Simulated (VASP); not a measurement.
# NaCl (F-43m) in VASP: a series of runs, part 3 of 3

VASP 6.6.1.

### 4 G0W0 quasiparticle levels, PBE

POSCAR

```
NaCl
1.0
    0.0000000000      3.0872727924      3.0872727924
    3.0872727924      0.0000000000      3.0872727924
    3.0872727924      3.0872727924      0.0000000000
Na Cl
1 1
Direct
    0.0000000000      0.0000000000      0.0000000000
    0.2500000000      0.2500000000      0.2500000000
```

INCAR.step1

```
SYSTEM = NaCl
  PREC = Accurate
  ENCUT = 500
  EDIFF = 1E-8
  ISMEAR = 0
  SIGMA = 0.01
  LREAL = .False.
  LASPH = .True.
  NELM = 100
  ALGO = Normal
  LWAVE = .True.
  LCHARG = .False.
  GGA = PE
```

INCAR.step2

```
SYSTEM = NaCl
  PREC = Accurate
  ENCUT = 500
  EDIFF = 1E-8
  ISMEAR = 0
  SIGMA = 0.01
  LREAL = .False.
  LASPH = .True.
  NELM = 1
  ALGO = Exact
  LWAVE = .True.
  LCHARG = .False.
  GGA = PE
  NBANDS = 229
  LOPTICS = .True.
  ISTART = 1
```

INCAR.step3

```
SYSTEM = NaCl
  PREC = Accurate
  ENCUT = 500
  EDIFF = 1E-8
  ISMEAR = 0
  SIGMA = 0.01
  LREAL = .False.
  LASPH = .True.
  ALGO = EVGW0
  LWAVE = .False.
  LCHARG = .False.
  GGA = PE
  NELMGW = 1
  NBANDS = 229
  ENCUTGW = 140.0
  NOMEGA = 96
  PRECFOCK = Fast
  ISTART = 1
  NBANDSGW = 16
  OMEGAMAX = 20
```

KPOINTS

```
Automatic mesh
0
Gamma
  4 4 4
  0 0 0
```

Potentials or basis: VASP PAW PBE potentials, release 64 (Na_sv_GW, Cl_GW).

Run with:

```sh
$ cat potpaw_PBE.64/Na_sv_GW/POTCAR potpaw_PBE.64/Cl_GW/POTCAR > POTCAR
$ cp INCAR.step1 INCAR
$ mpirun -np 1 vasp_std > vasp.out
$ cp INCAR.step2 INCAR
$ mpirun -np 1 vasp_std > vasp.out
$ cp INCAR.step3 INCAR
$ mpirun -np 1 vasp_std > vasp.out
```

OUTCAR:

```text
SYSTEM = NaCl
   PREC = Accurate
   ENCUT = 500
   EDIFF = 1E-8
   ISMEAR = 0
   LREAL = .False.
   LASPH = .True.
   GGA = PE
   NELMGW = 1
   ENCUTGW = 140.0
   PRECFOCK = Fast
   ISTART = 1

 ion  position               nearest neighbor table
   1  0.000  0.000  0.000-
   2  0.250  0.250  0.250-

  LATTYP: Found a face centered cubic cell.
 ALAT       =     6.1745455848

  Lattice vectors:

 A1 = (   0.0000000000,   3.0872727924,   3.0872727924)
 A2 = (   3.0872727924,   0.0000000000,   3.0872727924)
 A3 = (   3.0872727924,   3.0872727924,   0.0000000000)

Analysis of symmetry for initial positions (statically):
=====================================================================
 Subroutine PRICEL returns:
 Original cell was already a primitive cell.

 Routine SETGRP: Setting up the symmetry group for a
 face centered cubic supercell.

 Subroutine GETGRP returns: Found 24 space group operations
 (whereof 24 operations were pure point group operations)
 out of a pool of 48 trial point group operations.

The static configuration has the point symmetry T_d .

Analysis of symmetry for dynamics (positions and initial velocities):
=====================================================================
 Subroutine PRICEL returns:
 Original cell was already a primitive cell.

 Routine SETGRP: Setting up the symmetry group for a
 face centered cubic supercell.

 Subroutine GETGRP returns: Found 24 space group operations
 (whereof 24 operations were pure point group operations)
 out of a pool of 48 trial point group operations.

The dynamic configuration has the point symmetry T_d .

 Subroutine INISYM returns: Found 24 space group operations
 (whereof 24 operations are pure point group operations),
 and found     1 'primitive' translations

----------------------------------------------------------------------------------------

                                     Primitive cell

  volume of cell :      58.8512

  direct lattice vectors                    reciprocal lattice vectors
     0.000000000  3.087272792  3.087272792    -0.161955238  0.161955238  0.161955238
     3.087272792  0.000000000  3.087272792     0.161955238 -0.161955238  0.161955238
     3.087272792  3.087272792  0.000000000     0.161955238  0.161955238 -0.161955238

  length of vectors
     4.366063054  4.366063054  4.366063054     0.280514701  0.280514701  0.280514701

  position of ions in fractional coordinates (direct lattice)
     0.000000000  0.000000000  0.000000000
     0.250000000  0.250000000  0.250000000

  ion indices of the primitive-cell ions
   primitive index   ion index
                 1           1
                 2           2

----------------------------------------------------------------------------------------

 KPOINTS: Automatic mesh

Automatic generation of k-mesh.
 Grid dimensions read from file:
 generate k-points for:    4    4    4

 Generating k-lattice:

  Cartesian coordinates                     Fractional coordinates (reciprocal lattice)
    -0.040488810  0.040488810  0.040488810     0.250000000  0.000000000  0.000000000
     0.040488810 -0.040488810  0.040488810     0.000000000  0.250000000  0.000000000
     0.040488810  0.040488810 -0.040488810     0.000000000  0.000000000  0.250000000

  Length of vectors
     0.070128675  0.070128675  0.070128675

  Shift w.r.t. Gamma in fractional coordinates (k-lattice)
     0.000000000  0.000000000  0.000000000

 Subroutine IBZKPT returns following result:
 ===========================================

 Found      8 irreducible k-points:

 Following reciprocal coordinates:
            Coordinates               Weight
  0.000000  0.000000  0.000000      1.000000
  0.250000  0.000000  0.000000      8.000000
  0.500000  0.000000  0.000000      4.000000
  0.250000  0.250000  0.000000      6.000000
  0.500000  0.250000  0.000000     24.000000
 -0.250000  0.250000  0.000000     12.000000
  0.500000  0.500000  0.000000      3.000000
 -0.250000  0.500000  0.250000      6.000000
   k-points           NKPTS =      8   k-points in BZ     NKDIM =     64   number of bands    NBANDS=    229
   number of dos      NEDOS =    301   number of ions     NIONS =      2
   total plane-waves  NPLWV =  32768
   dimension x,y,z NGX =    32 NGY =   32 NGZ =   32
   dimension x,y,z NGXF=    64 NGYF=   64 NGZF=   64
   ions per type =               1   1
   NGX,Y,Z   is equivalent  to a cutoff of  12.18, 12.18, 12.18 a.u.
   NGXF,Y,Z  is equivalent  to a cutoff of  24.37, 24.37, 24.37 a.u.
 SYSTEM =  NaCl
   PREC   = accura    normal or accurate (medium, high low for compatibility)
   ISTART =      1    job   : 0-new  1-cont  2-samecut
   ICHARG =      0    charge: 1-file 2-atom 10-const
   ISPIN  =      1    spin polarized calculation?
   LNONCOLLINEAR =      F non collinear calculations
   LSORBIT =      F    spin-orbit coupling
   LASPH  =      T    aspherical Exc in radial PAW
   ENCUT  =  500.0 eV  36.75 Ry    6.06 a.u.   7.96  7.96  7.96*2*pi/ulx,y,z
   NELM   =     60;   NELMIN=  2; NELMDL=  0     # of ELM steps
   EDIFF  = 0.1E-07   stopping-criterion for ELM
   LREAL  =      F    real-space projection
   EDIFFG = 0.1E-06   stopping-criterion for IOM
   NSW    =      0    number of steps for IOM
   IBRION =     -1    ionic relax: 0-MD 1-quasi-New 2-CG
   NFREE  =      0    steps in history (QN), initial steepest desc. (CG)
   ISIF   =      0    stress and relaxation
   ISYM   =      3    0-nonsym 1-usesym 2-fastsym
   POTIM  = 0.5000    time-step for ionic-motion
   TEBEG  =    0.0;   TEEND  =   0.0 temperature during run
   PSTRESS=    0.0 pullay stress
   NELECT =      16.0000    total number of electrons
   NUPDOWN=      -1.0000    fix difference up-down
   EMIN   =  10.00;   EMAX   =-10.00  energy-range for DOS
   EFERMI =   0.00;   METHOD = LEGACY
   ISMEAR =     0;   SIGMA  =   0.01  broadening in eV -4-tet -1-fermi 0-gaus
   EFERMI_NEDOS =   21; number of points for ismear=-14 and -15
   IALGO  =     38    algorithm
   IMIX   =      4    mixing-type and parameters
     AMIX     =   0.40;   BMIX     =  1.00
     AMIX_MAG =   1.60;   BMIX_MAG =  1.00
  volume/ion in A,a.u.               =      29.43       198.57
  Fermi-wavevector in a.u.,A,eV,Ry     =   1.060547  2.004143 15.303281  1.124759
  Thomas-Fermi vector in A             =   2.195932
   LORBIT       =      0    0 simple, 1 ext, 2 COOP (PROOUT), +10 PAW based schemes
   GGA     = PE    functional components
   LHFCALC =     T    Hartree Fock is set to
   PRECFOCK=fast      Normal, Fast or Accurate (Low or Medium for compatibility)
   ENCUT4O =  -1.0   cutoff for four orbital integrals eV
   NKREDX  =     1    reduce k-point grid by
   NKREDY  =     1    reduce k-point grid by
   NKREDZ  =     1    reduce k-point grid by
   AEXX    =    1.0000 exact exchange contribution
   HFSCREEN=    0.0000 screening length (either q_TF or 0.3 A-1)
   HFSCREENC=   0.0000 screening length for correlation (either q_TF or 0.3 A-1)
   ENCUTFOCK=  -1.0 apply spherical cutoff to Coloumb kernel
   IVDW    =     0    specifies the selected vdW correction
   LEPSILON=     F    determine dielectric tensor
   LRPA    =     F    only Hartree local field effects (RPA)
   LRPAFORCE           =     F    calculate RPA forces
   ENCUTGW             = 140.0    cutoff for response function in eV
   ENCUTGWSOFT         = 112.0    soft cutoff for Coulomb kernel in GW response function in eV
   ENCUTLF             =  -1.0    cutoff for local field effects
   NELMGW              =     1    number of iterations in solving QP/BSE equation
   NELMHF              =     1    number of iterations in the inner HF iteration
   NKREDLFX            =     1    NKREDLFY  =   1   NKREDLFZ  =   1
 non-spin polarized calculation
 Gauss-broadening in eV      SIGMA  =   0.01
  energy-cutoff  :      500.00
  volume of cell :       58.85
 maximum number of plane-waves:      1524
  NGX = 18; NGY = 18; NGZ = 18
   NGX = 15   NGY = 15   NGZ = 15
 maximum number of plane-waves:       229
 NGX is ok and might be reduce to    18

 QP shifts <psi_nk| G(iteration)W_0 |psi_nk>: iteration 1
 for sc-GW calculations column KS-energies equals QP-energies in previous step
 and V_xc(KS)=  KS-energies - (<T + V_ion + V_H > + <T+V_H+V_ion>^1  + <V_x>^1)

 k-point   1 :       0.0000    0.0000    0.0000
  band No.  KS-energies  QP-energies   sigma(KS)   V_xc(KS)     V^pw_x(r,r')   Z            occupation Imag(sigma)

      1     -51.2114     -60.8033     -41.5062     -29.2769     -49.1399       0.7843       2.0000       0.2353
      2     -23.1549     -29.2168     -35.7726     -28.3002     -41.3398       0.8112       2.0000       0.0411
      3     -23.1549     -29.2168     -35.7726     -28.3002     -41.3398       0.8112       2.0000       0.0411
      4     -23.1549     -29.2168     -35.7726     -28.3002     -41.3398       0.8112       2.0000       0.0411
      5     -14.6742     -16.1472     -17.2017     -15.1521     -24.3531       0.7187       2.0000       1.2278
      6      -2.5548      -4.8256     -16.9769     -14.1272     -18.6366       0.7968       2.0000       0.0334
[... 8 lines left out ...]
     15      12.8935      13.5658      -4.5459      -5.3536      -1.2644       0.8325       0.0000      -0.2319
     16      12.8935      13.5658      -4.5459      -5.3536      -1.2644       0.8325       0.0000      -0.2319
[... 124 lines left out ...]
      1     -51.2112     -60.8692     -41.5060     -29.2776     -49.1402       0.7898       2.0000       0.2354
      2     -23.1690     -29.1598     -35.6964     -28.2408     -41.2768       0.8035       2.0000       0.0574
      3     -23.1599     -29.1951     -35.7540     -28.2824     -41.3200       0.8077       2.0000       0.0423
      4     -23.1599     -29.1951     -35.7540     -28.2824     -41.3200       0.8077       2.0000       0.0423
      5     -14.4844     -15.9032     -17.4925     -15.4874     -24.6207       0.7076       2.0000       1.1563
      6      -3.2318      -5.5898     -16.1765     -13.1874     -17.8835       0.7889       2.0000       0.0388
[... 8 lines left out ...]
     15      12.5363      14.2303      -7.3679      -9.4350      -3.7947       0.8195       0.0000      -0.1522
     16      12.7249      14.7542      -8.6533     -11.1602      -4.9358       0.8095       0.0000      -0.1124
```

It took 3.4 min on 1 thread of Intel Xeon 6975P-C (Granite Rapids), shared host; peak memory 0.7 GiB.

Results:

* Quasiparticle gap: 8.02 eV
* Least direct quasiparticle gap: 8.02 eV
* Band gap of the starting levels on the mesh: 4.95 eV
* Least direct gap of the starting levels on the mesh: 4.95 eV

Caveat: the k points lie up to 0.44 Å⁻¹ apart; bands, screening cutoff and mesh are small and nothing is extrapolated, so the quasiparticle values aren't converged; the structure was generated, so it needn't be the stable form of NaCl.
